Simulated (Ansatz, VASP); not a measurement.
**KF: VASP beside Ansatz**

The input INCAR:

```
SYSTEM = KF
PREC = Accurate ; ENCUT = 600
EDIFF = 1E-6 ; ISMEAR = -1
SIGMA = 0.2585199978643553 ; LREAL = .False.
LASPH = .True. ; NELM = 120
ALGO = Normal ; ISIF = 2
LWAVE = .False. ; LCHARG = .True.
GGA = RP ; LELF = .True.
LVHAR = .True. ; NBANDS = 15
GGA_COMPAT = .False.
```

The input KPOINTS:

```
regular mesh
0
Gamma
  6 6 6
  0 0 0
```

The input POSCAR:

```
KF
1.0
    0.0000000000      2.6544134050      2.6544134050
    2.6544134050      0.0000000000      2.6544134050
    2.6544134050      2.6544134050      0.0000000000
K F
1 1
Direct
    0.0000000000      0.0000000000      0.0000000000
    0.5000000000      0.5000000000      0.5000000000
```

Input for Ansatz:

```yaml
crystal:
  lattice:
    - [0.0, 2.654413405, 2.654413405]
    - [2.654413405, 0.0, 2.654413405]
    - [2.654413405, 2.654413405, 0.0]
  atoms:
    - { symbol: K, position: [0.0, 0.0, 0.0] }
    - { symbol: F, position: [0.5, 0.5, 0.5] }
basis:
  ecutwfc: 420
kpoints:
  mp_grid: { grid: [6, 6, 6] }
hamiltonian:
  xc: rpbe
scf:
  occupations: { method: fermi_dirac, width: "3000 K" }
output:
  forces: true
  stress: true
  eigenvalues: true
```

Alike in both runs: task single point; functional RPBE; k mesh 6 × 6 × 6; no spin polarisation.

|  | VASP | Ansatz |
| --- | --- | --- |
| version | VASP 6.6.1 | Ansatz 0.2.0 |
| potentials or method | VASP PAW PBE potentials, release 64 (K_sv, F), cutoff 600 eV | scalar-relativistic, plane waves, PAW |
| occupations | fermi-dirac, width 0.25852 eV | fermi-dirac |
| valence electrons in the cell | 16 | 16 |

Ansatz gave:

```
gap on the k mesh at the Fermi level (eV) : 6.62
least direct gap on the mesh (eV)         : 6.62
pressure (GPa)                            : 4.9
```

Task: What did VASP give for the same quantities?

Result: gap on the k mesh at the Fermi level (eV): 6.61; least direct gap on the mesh (eV): 6.61; pressure (GPa): 4.9.

VASP's potentials were made for PBE, not for RPBE.
